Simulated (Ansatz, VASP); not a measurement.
**One calculation of Pt, two programs**

INCAR

```
PREC = Accurate ; ENCUT = 600
EDIFF = 1E-7 ; ISMEAR = 0
SIGMA = 0.1 ; LREAL = F
LASPH = T ; NELM = 60
ALGO = Normal ; ISIF = 3
LWAVE = F ; LCHARG = F
GGA = PS ; IBRION = 2
NSW = 90 ; EDIFFG = -0.04
```

The input KPOINTS:

```
Automatic mesh
0
Gamma
  9 9 9
```

The input POSCAR:

```
Pt
1.0
    1.3668042170      0.7891247826      6.9728000494
   -1.3668042170      0.7891247826      6.9728000494
    0.0000000000     -1.5782495652      6.9728000494
Pt
3
Direct
    0.0000000000      0.0000000000      0.0000000000
    0.2226681829      0.2226681829      0.2226681829
    0.7773318171      0.7773318171      0.7773318171
```

Input for Ansatz:

```yaml
crystal:
  lattice:
    - [1.366804217, 0.7891247826, 6.9728000494]
    - [-1.366804217, 0.7891247826, 6.9728000494]
    - [0.0, -1.5782495652, 6.9728000494]
  atoms:
    - { symbol: Pt, position: [0.0, 0.0, 0.0] }
    - { symbol: Pt, position: [0.2226681829, 0.2226681829, 0.2226681829] }
    - { symbol: Pt, position: [0.7773318171, 0.7773318171, 0.7773318171] }
basis:
  ecutwfc: 420
kpoints:
  mp_grid: { grid: [9, 9, 9] }
hamiltonian:
  xc: pbesol
scf:
  occupations: { method: gaussian, width: 0.1 }
  lower_state_search: "off"
output:
  forces: true
  stress: true
  eigenvalues: true
relax:
  adjacent_minimum: "off"
  f_tol: 0.04
  max_steps: 70
  cell: { stress_tol: 0.4 }
```

Alike in both runs: task relaxation of cell and atoms; functional PBEsol; k mesh 9 × 9 × 9; occupations gaussian, width 0.1 eV; no spin polarisation.

```csv
,VASP,Ansatz
version,VASP 6.6.1,Ansatz 0.2.0
potentials or method,"VASP PAW PBE potentials, release 64 (Pt), cutoff 600 eV","scalar-relativistic, plane waves, PAW"
valence electrons in the cell,30,54
```

```csv
,VASP,Ansatz,Ansatz less VASP
"gap on the k mesh at the Fermi level, each at its own relaxed structure (eV)",none,none,-
relaxed volume (Å³/atom),15.07,15.09,+0.021
relaxed length of the cell vector where the two differ most in proportion (Å),7.156,7.167,+0.0115
```

VASP's potentials were made for PBE, not for PBEsol. A gap of «none» marks a metal or a gap that the smearing closes. VASP's potentials hold 30 valence electrons a cell and Ansatz's 54, so a difference there can come from the potentials and not from the codes.

Neither program's run includes spin-orbit coupling.
